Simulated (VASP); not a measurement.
# Rh (R-3m) in VASP: notebook, part 2 of 2

VASP 6.6.1. The steps go on from the part before.

**5. Single point, r2SCAN**

This run uses another cell than the first one, of the same volume but with other edges.

Contents of POSCAR:

```
Rh
1.0
   -0.6012098189      1.6533270021      1.6533270021
    1.6533270021     -0.6012098189      1.6533270021
    1.6533270021      1.6533270021     -0.6012098189
Rh
1
Direct
    0.0000000000      0.0000000000      0.0000000000
```

Contents of INCAR.step1:

```
SYSTEM = Rh
PREC = Accurate
ENCUT = 520
ISMEAR = 0
SIGMA = 0.15
LREAL = .False.
LASPH = .True.
NELM = 60
NBANDS = 14
GGA = PE
ALGO = Normal
EDIFF = 1E-4
LWAVE = .True.
LCHARG = .False.
```

Contents of INCAR.step2:

```
SYSTEM = Rh
PREC = Accurate
ENCUT = 520
EDIFF = 1E-6
ISMEAR = 0
SIGMA = 0.15
LREAL = .False.
LASPH = .True.
NELM = 60
ALGO = Normal
ISIF = 2
LWAVE = .False.
LCHARG = .False.
METAGGA = R2SCAN
LMIXTAU = .True.
NBANDS = 14
ISTART = 1
```

Contents of KPOINTS:

```
regular mesh
0
Gamma
  8 8 8
  0 0 0
```

Potentials or basis: VASP PAW PBE potentials, release 64 (Rh_pv).

The run is started by

```console
$ cat potpaw_PBE.64/Rh_pv/POTCAR > POTCAR
$ cp INCAR.step1 INCAR
$ mpirun -np 1 vasp_std > vasp.out
$ cp INCAR.step2 INCAR
$ mpirun -np 1 vasp_std > vasp.out
```

OUTCAR:

```text
SYSTEM = Rh
   PREC = Accurate
   ENCUT = 520
   EDIFF = 1E-6
   ISMEAR = 0
   LREAL = .False.
   LASPH = .True.
   NELM = 60
   ISIF = 2
   METAGGA = R2SCAN
   ISTART = 1

 ion  position               nearest neighbor table
   1  0.000  0.000  0.000-

  LATTYP: Found a trigonal (rhomboedric) cell.
 ALAT       =     2.4142149030
 COS(alpha) =     0.1279069768

  Lattice vectors:

 A1 = (  -0.6012098189,   1.6533270021,   1.6533270021)
 A2 = (   1.6533270021,  -0.6012098189,   1.6533270021)
 A3 = (   1.6533270021,   1.6533270021,  -0.6012098189)

Analysis of symmetry for initial positions (statically):
=====================================================================
 Subroutine PRICEL returns:
 Original cell was already a primitive cell.

 Routine SETGRP: Setting up the symmetry group for a
 trigonal (rhombohedral) supercell.

 Subroutine GETGRP returns: Found 12 space group operations
 (whereof 12 operations were pure point group operations)
 out of a pool of 12 trial point group operations.

The static configuration has the point symmetry D_3d.

Analysis of symmetry for dynamics (positions and initial velocities):
=====================================================================
[... 173 lines left out ...]
      8      12.6057      0.00000
      9      12.7271      0.00000
     10      29.2959      0.00000
     11      30.0097      0.00000
     12      31.6397      0.00000
     13      31.6397      0.00000
     14      40.1701      0.00000
[... 377 lines left out ...]
      1     -36.6820      2.00000
      2     -35.7681      2.00000
      3     -35.7563      2.00000
      4       7.0391      2.00000
      5       7.0933      2.00000
      6       8.1345      2.00000
      7       9.6529      2.00000
      8      11.7835      1.93919
      9      12.9153      0.00000
     10      22.9551      0.00000
     11      30.0109      0.00000
     12      33.1063      0.00000
     13      34.0091      0.00000
     14      35.7549      0.00000

 [... further k-points ...]

------------------------ aborting loop because EDIFF is reached ----------------------------------------

  FORCE on cell =-STRESS in cart. coord.  units (eV):
  Direction    XX          YY          ZZ          XY          YZ          ZX
  --------------------------------------------------------------------------------------
  -------------------------------------------------------------------------------------
  Total        3.3374571      3.3374571      3.3374571      0.0150123      0.0150123      0.0150123
  in kB      388.8418714    388.8418714    388.8418714      1.7490646      1.7490646      1.7490646
  external PRESSURE =     388.8418714 kB  Pullay stress =       0.0000000 kB

 VOLUME and BASIS-vectors are now :
 -----------------------------------------------------------------------------
  energy-cutoff  :      520.00
  volume of cell :       13.75
      direct lattice vectors                 reciprocal lattice vectors
    -0.601209819  1.653327002  1.653327002    -0.172491700  0.271058386  0.271058386
     1.653327002 -0.601209819  1.653327002     0.271058386 -0.172491700  0.271058386
     1.653327002  1.653327002 -0.601209819     0.271058386  0.271058386 -0.172491700

 POSITION                                       TOTAL-FORCE (eV/Angst)
 -----------------------------------------------------------------------------------
      0.00000      0.00000      0.00000         0.000000     -0.000000     -0.000000
 -----------------------------------------------------------------------------------
    total drift:                                0.000000     -0.000000      0.000000

  FREE ENERGIE OF THE ION-ELECTRON SYSTEM (eV)
  ---------------------------------------------------
  free  energy   TOTEN  =       -23.1475374450 eV

  energy  without entropy=      -23.1404735587  energy(sigma->0) =      -23.14400550
```

Wall time 57 s (1 thread of Intel Xeon 8259CL, shared host); peak memory 0.13 GiB.

What came out:

- Free energy: -23.1475 eV
- Pressure: 38.9 GPa

Stress tensor (GPa, compression positive):
```
38.88  0.17  0.17
 0.17 38.88  0.17
 0.17  0.17 38.88
```

Levels at points of the mesh, in eV from the Fermi level:
| k point | band 5 | band 6 | band 7 | band 8 | band 9 | band 10 | band 11 | band 12 |
| --- | --- | --- | --- | --- | --- | --- | --- | --- |
| (0.00, 0.00, 0.00) | -6.40 | -6.40 | 0.62 | 0.62 | 0.74 | 17.31 | 18.03 | 19.66 |
| (0.50, 0.00, 0.00) | -5.68 | -1.71 | -1.17 | -0.14 | 0.83 | 7.99 | 18.03 | 18.82 |
| (0.50, 0.50, 0.00) | -5.14 | -1.05 | -0.94 | 2.90 | 5.09 | 8.21 | 14.46 | 18.00 |
| (0.50, 0.50, 0.50) | -5.34 | -5.34 | 2.97 | 2.97 | 8.81 | 12.70 | 16.41 | 16.41 |

Caveat: the PAW data sets were made with another functional, which shifts forces and pressure a little.

**6. Single point, r2SCAN**

This run uses another cell than the first one, of the same volume but with other edges.

Contents of POSCAR:

```
Rh
1.0
   -0.2007403949      1.8066635540      1.8066635540
    1.8066635540     -0.2007403949      1.8066635540
    1.8066635540      1.8066635540     -0.2007403949
Rh
1
Direct
    0.0000000000      0.0000000000      0.0000000000
```

Contents of INCAR.step1:

```
SYSTEM = Rh
  PREC = Accurate
  ENCUT = 520
  ISMEAR = 0
  SIGMA = 0.15
  LREAL = .False.
  LASPH = .True.
  NELM = 80
  NBANDS = 14
  GGA = PE
  ALGO = Normal
  EDIFF = 1E-4
  LWAVE = .True.
  LCHARG = .False.
```

Contents of INCAR.step2:

```
SYSTEM = Rh
  PREC = Accurate
  ENCUT = 520
  EDIFF = 1E-6
  ISMEAR = 0
  SIGMA = 0.15
  LREAL = .False.
  LASPH = .True.
  NELM = 80
  ALGO = Normal
  ISIF = 2
  LWAVE = .False.
  LCHARG = .True.
  METAGGA = R2SCAN
  LMIXTAU = .True.
  LELF = .True.
  LVHAR = .True.
  NBANDS = 14
  ISTART = 1
```

Contents of KPOINTS:

```
Automatic mesh
0
Gamma
  8 8 8
  0 0 0
```

Potentials or basis: VASP PAW PBE potentials, release 64 (Rh_pv).

The run is started by

```console
$ cat potpaw_PBE.64/Rh_pv/POTCAR > POTCAR
$ cp INCAR.step1 INCAR
$ mpirun -np 1 vasp_std > vasp.out
$ cp INCAR.step2 INCAR
$ mpirun -np 1 vasp_std > vasp.out
```

It took 64 s on 1 thread of Intel Xeon 8259CL, shared host; peak memory 0.13 GiB.

The run converged. Its results:

* Free energy: -23.8551 eV
* Pressure: 10.2 GPa

Stress tensor (GPa, compression positive):
```
10.19 17.19 17.19
17.19 10.19 17.19
17.19 17.19 10.19
```

Levels at points of the mesh, in eV from the Fermi level:
```
           k point  band 5  band 6  band 7  band 8  band 9  band 10
(0.00, 0.00, 0.00)   -4.16   -4.16   -1.76   -0.71   -0.71    16.53
(0.50, 0.00, 0.00)   -4.36   -1.86   -0.15    0.43    0.72     8.47
(0.50, 0.50, 0.00)   -6.21    0.19    0.76    1.60    3.65    11.98
(0.50, 0.50, 0.50)   -3.72   -3.72    1.22    1.22    2.92    11.76
```

Caveat: the PAW data sets were made with another functional, which shifts forces and pressure a little.

**7. Overview**

```csv
cell,gap on the mesh (eV),pressure (GPa)
"a = 3.697 Å, angles 33.6°, 1 atom",none,200.2
"a = 2.466 Å, angles 75.3°, 1 atom",none,30.1
"a = 3.089 Å, angles 45.7°, 1 atom",none,47.1
"a = 2.414 Å, angles 82.7°, 1 atom",none,38.9
"a = 2.563 Å, angles 67.3°, 1 atom",none,10.2
```

Alike in all rows: task single point; level r2SCAN; potentials or basis VASP PAW PBE potentials, release 64 (Rh_pv); no spin polarisation; k mesh 8 × 8 × 8; cutoff (eV) 520; smearing gaussian 0.15 eV.

Caveats: some runs use coarse meshes; the PAW data sets were made with another functional, which shifts forces and pressure a little.

Total energies depend on the potentials used, so only differences within one code and one set of settings carry meaning.
